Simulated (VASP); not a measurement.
CdS, 2 atoms in the cell. It takes space group Fm-3m (No. 225, cubic). The conventional cell has a = 5.454 Å, b = 5.454 Å, c = 5.454 Å, α = 90.00°, β = 90.00°, γ = 90.00°. Within 3.6 Å of Cd (site symmetry m-3m) lie 6 S at 2.73 Å. Within 3.6 Å of S (site symmetry m-3m) lie 6 Cd at 2.73 Å. 

```yaml
Program: VASP 6.6.1
Task: single point
Functional: r2SCAN
Potentials_or_basis: VASP PAW PBE potentials, release 64 (Cd, S)
Cutoff: 520 eV
k_mesh: 8 × 8 × 8
Occupations: gaussian, width 0.01 eV
Spin: no spin polarisation
Dipole_correction: no
Further_INCAR_settings: ALGO = Normal; EDIFF = 1e-07; NBANDS = 16
```

Potentials or basis: VASP PAW PBE potentials, release 64 (Cd, S).

The run is started by

```console
$ cat potpaw_PBE.64/Cd/POTCAR potpaw_PBE.64/S/POTCAR > POTCAR
$ cp INCAR.step1 INCAR
$ mpirun -np 1 vasp_std > vasp.out
$ cp INCAR.step2 INCAR
$ mpirun -np 1 vasp_std > vasp.out
```

Hardware: 1 thread of Intel(R) Xeon(R) Platinum 8375C CPU @ 2.90GHz (Ice Lake) (shared host).

Question: How long does it take, and how much memory?

Answer: Wall time 79 s on 1 thread of Intel(R) Xeon(R) Platinum 8375C CPU @ 2.90GHz (Ice Lake), with other jobs on the host, peak memory 0.18 GiB. Counts: k points 29.
